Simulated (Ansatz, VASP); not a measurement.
Al in VASP and in Ansatz

```
CELL_PARAMETERS angstrom
0.00000 1.99178 1.99178
1.99178 0.00000 1.99178
1.99178 1.99178 0.00000
ATOMIC_POSITIONS crystal
Al 0.00000 0.00000 0.00000
```

Alike in both runs: functional LDA; k mesh 18 × 18 × 18; occupations gaussian, width 0.1 eV; no spin polarisation.

Ansatz relaxed the structure, and its values are those at the end. VASP's run is a single point on that final structure, the one shown.

```csv
,VASP,Ansatz
version,VASP 6.6.1,Ansatz 0.2.0
potentials or method,"VASP PAW LDA potentials, release 64 (Al), cutoff 500 eV","scalar-relativistic, plane waves, PAW"
valence electrons in the cell,3,3
```

|  | VASP | Ansatz | Ansatz less VASP |
| --- | --- | --- | --- |
| gap on the k mesh at the Fermi level (eV) | none | none | - |
| pressure (GPa) | 0.1 | 0.0 | -0.09 |

Ansatz warns that its potentials were made for another functional, while VASP's fit it. LDA's correlation is that of Perdew and Zunger in VASP and of Perdew and Wang (1992) in Ansatz. A gap of «none» marks a metal or a gap that the smearing closes.
